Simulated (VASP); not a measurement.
# TaN (P-62m) in VASP: further runs

TaN is run at these levels: r2SCAN; tasks: single point.

Everything below comes from runs of VASP 6.6.1. Logs are shortened: lines on timing, memory, paths and dates and some standing lists are left out, and cuts for length are marked.

### 1 The cell of the first run

Symmetry: P-62m, No. 189, hexagonal system. The conventional cell has a = 4.940 Å, b = 4.940 Å, c = 2.765 Å, α = 90.00°, β = 90.00°, γ = 120.00°. Within 2.9 Å of Ta (site symmetry -6) lie 6 N at 2.06 Å and 5 Ta at 2.76 to 2.85 Å. Within 2.6 Å of Ta (site symmetry -62m) lie 3 N at 1.94 Å. N (site symmetry m2m) has 5 Ta at 1.94 to 2.06 Å and 6 N at 2.64 to 2.76 Å within 2.8 Å.

### 2 Single point, r2SCAN (strain -0.050 along x and y, -0.050 along z)

POSCAR reads:

```
TaN
1.0
    4.9396483338      0.0000000000      0.0000000000
   -2.4698241669      4.2778609428      0.0000000000
    0.0000000000      0.0000000000      2.7648413103
Ta N
3 3
Direct
    0.3333333333      0.6666666667      0.5000000000
    0.6666666667      0.3333333333      0.5000000000
    0.0000000000      0.0000000000      0.0000000000
    0.3924063645      0.0000000000      0.0000000000
    0.6075936355      0.6075936355      0.0000000000
    0.0000000000      0.3924063645      0.0000000000
```

INCAR.step1 reads:

```
PREC = Accurate
ENCUT = 660
ISMEAR = 0
SIGMA = 0.15
LREAL = F
LASPH = T
NELM = 120
NBANDS = 33
GGA = PE
ALGO = Normal
EDIFF = 1E-5
LWAVE = T
LCHARG = F
GGA_COMPAT = F
```

INCAR.step2 reads:

```
PREC = Accurate
ENCUT = 660
EDIFF = 1E-6
ISMEAR = 0
SIGMA = 0.15
LREAL = F
LASPH = T
NELM = 120
ALGO = Normal
ISIF = 2
LWAVE = F
LCHARG = T
METAGGA = R2SCAN
LMIXTAU = T
LELF = T
LVHAR = T
NBANDS = 33
ISTART = 1
GGA_COMPAT = F
```

KPOINTS reads:

```
regular mesh
0
Gamma
  12 12 16
```

Potentials or basis: VASP PAW PBE potentials, release 64 (Ta_pv, N).

Command:

```console
$ cat potpaw_PBE.64/Ta_pv/POTCAR potpaw_PBE.64/N/POTCAR > POTCAR
$ cp INCAR.step1 INCAR
$ mpirun -np 1 vasp_std > vasp.out
$ cp INCAR.step2 INCAR
$ mpirun -np 1 vasp_std > vasp.out
```

OUTCAR:

```text
PREC = Accurate
   ENCUT = 660
   EDIFF = 1E-6
   ISMEAR = 0
   LREAL = F
   LASPH = T
   NELM = 120
   ISIF = 2
   METAGGA = R2SCAN
   ISTART = 1

 ion  position               nearest neighbor table
   1  0.333  0.667  0.500-   4 2.06   4 2.06   6 2.06   6 2.06   5 2.06   5 2.06   2 2.85   2 2.85
                             2 2.85   3 3.17   3 3.17   3 3.17   3 3.17   3 3.17   3 3.17
   2  0.667  0.333  0.500-   6 2.06   6 2.06   4 2.06   4 2.06   5 2.06   5 2.06   1 2.85   1 2.85
                             1 2.85   3 3.17   3 3.17   3 3.17   3 3.17   3 3.17   3 3.17
   3  0.000  0.000  0.000-   5 1.94   6 1.94   4 1.94   2 3.17   1 3.17   1 3.17   2 3.17   1 3.17
                             1 3.17   2 3.17   2 3.17   2 3.17   2 3.17   1 3.17   1 3.17
   4  0.392  0.000  0.000-   3 1.94   1 2.06   1 2.06   2 2.06   2 2.06
   5  0.608  0.608  0.000-   3 1.94   2 2.06   2 2.06   1 2.06   1 2.06
   6  0.000  0.392  0.000-   3 1.94   2 2.06   2 2.06   1 2.06   1 2.06

  LATTYP: Found a hexagonal cell.
 ALAT       =     4.9396483338
 C/A-ratio  =     0.5597243211

  Lattice vectors:

 A1 = (   4.9396483338,   0.0000000000,   0.0000000000)
 A2 = (  -2.4698241669,   4.2778609428,   0.0000000000)
 A3 = (   0.0000000000,   0.0000000000,   2.7648413103)

Analysis of symmetry for initial positions (statically):
=====================================================================
 Subroutine PRICEL returns:
 Original cell was already a primitive cell.

 Routine SETGRP: Setting up the symmetry group for a
 hexagonal supercell.

 Subroutine GETGRP returns: Found 12 space group operations
 (whereof 12 operations were pure point group operations)
 out of a pool of 24 trial point group operations.

The static configuration has the point symmetry D_3h.

Analysis of symmetry for dynamics (positions and initial velocities):
=====================================================================
 Subroutine PRICEL returns:
 Original cell was already a primitive cell.

 Routine SETGRP: Setting up the symmetry group for a
 hexagonal supercell.

 Subroutine GETGRP returns: Found 12 space group operations
 (whereof 12 operations were pure point group operations)
 out of a pool of 24 trial point group operations.

The dynamic configuration has the point symmetry D_3h.

 Subroutine INISYM returns: Found 12 space group operations
 (whereof 12 operations are pure point group operations),
 and found     1 'primitive' translations

----------------------------------------------------------------------------------------

                                     Primitive cell

  volume of cell :      58.4242

  direct lattice vectors                    reciprocal lattice vectors
     4.939648334  0.000000000  0.000000000     0.202443561  0.116880845  0.000000000
    -2.469824167  4.277860943  0.000000000     0.000000000  0.233761689  0.000000000
     0.000000000  0.000000000  2.764841310     0.000000000  0.000000000  0.361684411

  length of vectors
     4.939648334  4.939648334  2.764841310     0.233761689  0.233761689  0.361684411

  position of ions in fractional coordinates (direct lattice)
     0.333333333  0.666666667  0.500000000
     0.666666667  0.333333333  0.500000000
     0.000000000  0.000000000  0.000000000
     0.392406364  0.000000000  0.000000000
     0.607593636  0.607593636  0.000000000
     0.000000000  0.392406364  0.000000000

  ion indices of the primitive-cell ions
   primitive index   ion index
                 1           1
                 2           2
                 3           3
                 4           4
                 5           5
                 6           6

----------------------------------------------------------------------------------------

 KPOINTS: regular mesh

Automatic generation of k-mesh.
 Grid dimensions read from file:
 generate k-points for:   12   12   16

 Generating k-lattice:

  Cartesian coordinates                     Fractional coordinates (reciprocal lattice)
     0.016870297  0.009740070  0.000000000     0.083333333  0.000000000  0.000000000
     0.000000000  0.019480141  0.000000000     0.000000000  0.083333333  0.000000000
     0.000000000  0.000000000  0.022605276     0.000000000  0.000000000  0.062500000

  Length of vectors
     0.019480141  0.019480141  0.022605276

  Shift w.r.t. Gamma in fractional coordinates (k-lattice)
     0.000000000  0.000000000  0.000000000

 Subroutine IBZKPT returns following result:
 ===========================================

 Found    171 irreducible k-points:

 Following reciprocal coordinates:
            Coordinates               Weight
  0.000000  0.000000  0.000000      1.000000
  0.083333  0.000000  0.000000      6.000000
  0.166667 -0.000000  0.000000      6.000000
  0.250000  0.000000  0.000000      6.000000
  0.333333 -0.000000  0.000000      6.000000
  0.416667  0.000000  0.000000      6.000000
[... 16 lines left out ...]
  0.250000  0.000000  0.062500     12.000000
  0.333333 -0.000000  0.062500     12.000000
 [... further k-points ...]
   k-points           NKPTS =    171   k-points in BZ     NKDIM =    171   number of bands    NBANDS=     33
   number of dos      NEDOS =    301   number of ions     NIONS =      6
   total plane-waves  NPLWV =  42336
   dimension x,y,z NGX =    42 NGY =   42 NGZ =   24
   dimension x,y,z NGXF=    84 NGYF=   84 NGZF=   48
   ions per type =               3   3
   NGX,Y,Z   is equivalent  to a cutoff of  14.14, 14.14, 14.43 a.u.
   NGXF,Y,Z  is equivalent  to a cutoff of  28.27, 28.27, 28.86 a.u.
 SYSTEM =  unknown system
   PREC   = accura    normal or accurate (medium, high low for compatibility)
   ISTART =      1    job   : 0-new  1-cont  2-samecut
   ICHARG =      0    charge: 1-file 2-atom 10-const
   ISPIN  =      1    spin polarized calculation?
   LNONCOLLINEAR =      F non collinear calculations
   LSORBIT =      F    spin-orbit coupling
   LASPH  =      T    aspherical Exc in radial PAW
   ENCUT  =  660.0 eV  48.51 Ry    6.96 a.u.  10.35 10.35  5.79*2*pi/ulx,y,z
   NELM   =    120;   NELMIN=  2; NELMDL=  0     # of ELM steps
   EDIFF  = 0.1E-05   stopping-criterion for ELM
   LREAL  =      F    real-space projection
   EDIFFG = 0.1E-04   stopping-criterion for IOM
   NSW    =      0    number of steps for IOM
   IBRION =     -1    ionic relax: 0-MD 1-quasi-New 2-CG
   NFREE  =      0    steps in history (QN), initial steepest desc. (CG)
   ISIF   =      2    stress and relaxation
   ISYM   =      2    0-nonsym 1-usesym 2-fastsym
   POTIM  = 0.5000    time-step for ionic-motion
   TEBEG  =    0.0;   TEEND  =   0.0 temperature during run
   PSTRESS=    0.0 pullay stress
   NELECT =      48.0000    total number of electrons
   NUPDOWN=      -1.0000    fix difference up-down
   EMIN   =  10.00;   EMAX   =-10.00  energy-range for DOS
   EFERMI =   0.00;   METHOD = LEGACY
   ISMEAR =     0;   SIGMA  =   0.15  broadening in eV -4-tet -1-fermi 0-gaus
   EFERMI_NEDOS =   21; number of points for ismear=-14 and -15
   IALGO  =     38    algorithm
   IMIX   =      4    mixing-type and parameters
     AMIX     =   0.40;   BMIX     =  1.00
     AMIX_MAG =   1.60;   BMIX_MAG =  1.00
  volume/ion in A,a.u.               =       9.74        65.71
  Fermi-wavevector in a.u.,A,eV,Ry     =   1.533290  2.897498 31.986997  2.350978
  Thomas-Fermi vector in A             =   2.640378
   LORBIT       =      0    0 simple, 1 ext, 2 COOP (PROOUT), +10 PAW based schemes
   METAGGA = R2SCAN    functional components
   LHFCALC =     F    Hartree Fock is set to
   AEXX    =    0.0000 exact exchange contribution
   IVDW    =     0    specifies the selected vdW correction
   LEPSILON=     F    determine dielectric tensor
   LRPA    =     F    only Hartree local field effects (RPA)
 non-spin polarized calculation
 Gauss-broadening in eV      SIGMA  =   0.15
  energy-cutoff  :      660.00
  volume of cell :       58.42
 maximum number of plane-waves:      2284
 NGX is ok and might be reduce to    42
   NGX = 21   NGY = 21   NGZ = 11

 number of electron      48.0000002 magnetization

 Free energy of the ion-electron system (eV)
  ---------------------------------------------------
  ext. energy  EPLUGINS =         0.00000000
  ---------------------------------------------------
  free energy    TOTEN  =      -179.28640114 eV

  energy without entropy =     -179.28165605  energy(sigma->0) =     -179.28402860

 E-fermi :  10.1628     XC(G=0): -14.9458

 val. band max:       10.1179519214   @ k =   0.1667   0.0833   0.1875
 cond. band min:      10.1755468656   @ k =   0.1667   0.0833   0.3750
 fundamental gap:      0.0575949441
 Fermi energy:        10.1628355024

 k-point     1 :       0.0000    0.0000    0.0000
  band No.  band energies     occupation
      1     -27.6136      2.00000
      2     -27.6136      2.00000
      3     -27.0771      2.00000
      4     -27.0771      2.00000
      5     -26.6799      2.00000
      6     -26.4718      2.00000
[... 25 lines left out ...]
     32      14.2003      0.00000
     33      14.2003      0.00000

 k-point     2 :       0.0833    0.0000    0.0000
  band No.  band energies     occupation
      1     -27.6287      2.00000
      2     -27.6159      2.00000
      3     -27.0557      2.00000
      4     -27.0529      2.00000
      5     -26.6764      2.00000
      6     -26.4749      2.00000
[... 25 lines left out ...]
     32      14.1677      0.00000
     33      14.2704      0.00000

 k-point     3 :       0.1667   -0.0000    0.0000
  band No.  band energies     occupation
      1     -27.6659      2.00000
      2     -27.6133      2.00000
      3     -27.0011      2.00000
      4     -26.9959      2.00000
      5     -26.6665      2.00000
      6     -26.5304      2.00000
[... 25 lines left out ...]
     32      14.3349      0.00000
     33      14.4642      0.00000

 k-point     4 :       0.2500    0.0000    0.0000
  band No.  band energies     occupation
      1     -27.7098      2.00000
      2     -27.5899      2.00000
      3     -26.9520      2.00000
      4     -26.9292      2.00000
      5     -26.6513      2.00000
      6     -26.6100      2.00000
[... 673 lines left out ...]
     32      14.4104      0.00000
     33      14.4228      0.00000

 k-point    23 :       0.2500    0.0000    0.0625
  band No.  band energies     occupation
      1     -27.6967      2.00000
      2     -27.5782      2.00000
      3     -26.9443      2.00000
      4     -26.9206      2.00000
      5     -26.7334      2.00000
      6     -26.5890      2.00000
[... 25 lines left out ...]
     32      14.6618      0.00000
     33      15.0314      0.00000

 k-point    24 :       0.3333   -0.0000    0.0625
  band No.  band energies     occupation
      1     -27.7344      2.00000
      2     -27.5268      2.00000
      3     -26.9760      2.00000
      4     -26.8506      2.00000
      5     -26.7281      2.00000
      6     -26.6052      2.00000
[... 25 lines left out ...]
     32      14.8882      0.00000
     33      15.0883      0.00000

 [... further k-points ...]
[... 5 lines left out ...]
  --------------------------------------------------------------------------------------
  -------------------------------------------------------------------------------------
  Total       26.6560669     26.6560669     27.7958905      0.0000000     -0.0000000      0.0000000
  in kB      730.9938916    730.9938916    762.2514699      0.0000000     -0.0000000      0.0000000
  external PRESSURE =     741.4130844 kB  Pullay stress =       0.0000000 kB

 VOLUME and BASIS-vectors are now :
 -----------------------------------------------------------------------------
  energy-cutoff  :      660.00
  volume of cell :       58.42
      direct lattice vectors                 reciprocal lattice vectors
     4.939648334  0.000000000  0.000000000     0.202443561  0.116880845  0.000000000
    -2.469824167  4.277860943  0.000000000     0.000000000  0.233761689  0.000000000
     0.000000000  0.000000000  2.764841310     0.000000000  0.000000000  0.361684411

 POSITION                                       TOTAL-FORCE (eV/Angst)
 -----------------------------------------------------------------------------------
     -0.00000      2.85191      1.38242         0.000000      0.000000      0.000000
      2.46982      1.42595      1.38242         0.000000      0.000000      0.000000
      0.00000      0.00000      0.00000         0.000000      0.000000      0.000000
      1.93835      0.00000      0.00000         0.798021      0.000000      0.000000
      1.50065      2.59920      0.00000        -0.399010     -0.691106      0.000000
     -0.96917      1.67866      0.00000        -0.399010      0.691106      0.000000
 -----------------------------------------------------------------------------------
    total drift:                               -0.000000     -0.000000     -0.000000

  FREE ENERGIE OF THE ION-ELECTRON SYSTEM (eV)
  ---------------------------------------------------
  free  energy   TOTEN  =      -179.2864011441 eV

  energy  without entropy=     -179.2816560459  energy(sigma->0) =     -179.28402860
```

Run time: 25 min. Hardware: 1 thread of Intel Xeon Platinum 8375C at 2.90GHz (Ice Lake), shared host; peak memory 0.47 GiB.

What came out:

```yaml
Free_energy: -179.2864 eV
Pressure: 74.1 GPa
Largest_force: 0.798 eV/Å
Band_gap_on_the_k_mesh: zero (bands 24 and 25 overlap by 3.89 eV)
```

Forces on the atoms (eV/Å):
```
Ta   0.000  0.000  0.000
Ta   0.000  0.000  0.000
Ta   0.000  0.000  0.000
N    0.798  0.000  0.000
N   -0.399 -0.691  0.000
N   -0.399  0.691  0.000
```

Stress tensor (GPa, compression positive):
```
73.10  0.00  0.00
 0.00 73.10  0.00
 0.00  0.00 76.23
```

Caveat: the cell differs from its parent crystal (strain -0.050 along x and y, -0.050 along z); the cell stands under pressure; the PAW data sets were made with another functional, which shifts forces and pressure a little; spin-orbit coupling is left out, which moves the levels of the heavy elements.

### 3 Single point, r2SCAN (strain -0.050 along x and y, +0.050 along z)

POSCAR: that of step 2 with these lines changed.

```diff
@@ -4,3 +4,3 @@
    -2.4698241669      4.2778609428      0.0000000000
-    0.0000000000      0.0000000000      2.7648413103
+    0.0000000000      0.0000000000      3.0558772377
 Ta N
```

INCAR.step1 reads:

```
SYSTEM = TaN
PREC = Accurate
ENCUT = 660
ISMEAR = 0
SIGMA = 0.15
LREAL = .FALSE.
LASPH = .TRUE.
NELM = 120
NBANDS = 33
GGA = PE
ALGO = Normal
EDIFF = 1E-5
LWAVE = .TRUE.
LCHARG = .FALSE.
GGA_COMPAT = .FALSE.
```

INCAR.step2 reads:

```
SYSTEM = TaN
PREC = Accurate
ENCUT = 660
EDIFF = 1E-6
ISMEAR = 0
SIGMA = 0.15
LREAL = .FALSE.
LASPH = .TRUE.
NELM = 120
ALGO = Normal
ISIF = 2
LWAVE = .FALSE.
LCHARG = .TRUE.
METAGGA = R2SCAN
LMIXTAU = .TRUE.
LELF = .TRUE.
LVHAR = .TRUE.
NBANDS = 33
ISTART = 1
GGA_COMPAT = .FALSE.
```

KPOINTS reads:

```
Automatic mesh
0
G
  12 12 16
  0 0 0
```

Potentials or basis: VASP PAW PBE potentials, release 64 (Ta_pv, N).

Command:

```console
$ cat potpaw_PBE.64/Ta_pv/POTCAR potpaw_PBE.64/N/POTCAR > POTCAR
$ cp INCAR.step1 INCAR
$ mpirun -np 1 vasp_std > vasp.out
$ cp INCAR.step2 INCAR
$ mpirun -np 1 vasp_std > vasp.out
```

Run time: 51 min. Hardware: 1 thread of Oxide Virtual Turin-like, shared host; peak memory 0.48 GiB.

It converged, with:

* Free energy: -180.3358 eV
* Pressure: 23.5 GPa
* Largest force: 1.121 eV/Å
* Band gap on the k mesh: zero (bands 24 and 25 overlap by 1.57 eV)

Forces in eV/Å, atoms in the order of the input:
```
Ta   0.000  0.000  0.000
Ta   0.000  0.000  0.000
Ta   0.000  0.000  0.000
N    1.121  0.000  0.000
N   -0.560 -0.971  0.000
N   -0.560  0.971  0.000
```

Stress tensor (GPa, compression positive):
```
 40.78   0.00   0.00
  0.00  40.78   0.00
  0.00   0.00 -11.18
```

Levels at points of the mesh, in eV from the Fermi level:
| k point | band 21 | band 22 | band 23 | band 24 | band 25 | band 26 | band 27 | band 28 |
| --- | --- | --- | --- | --- | --- | --- | --- | --- |
| (0.00, 0.00, 0.00) | -4.97 | -4.20 | -1.13 | -0.79 | -0.79 | -0.12 | -0.12 | 1.69 |
| (0.50, 0.00, 0.00) | -4.35 | -3.53 | -2.68 | -2.63 | 0.77 | 1.83 | 2.15 | 2.35 |
| (0.00, 0.00, 0.50) | -4.64 | -3.08 | -3.08 | 0.58 | 2.62 | 2.62 | 3.27 | 3.27 |
| (0.50, 0.00, 0.50) | -3.81 | -3.61 | -2.57 | -0.62 | 0.66 | 1.93 | 2.75 | 2.91 |

Caveat: the cell differs from its parent crystal (strain -0.050 along x and y, +0.050 along z); the stress differs along the axes, from -11 to 41 GPa; the PAW data sets were made with another functional, which shifts forces and pressure a little; spin-orbit coupling is left out, which moves the levels of the heavy elements.

The gap in the log of VASP goes by the Fermi energy; the results here count the filled bands.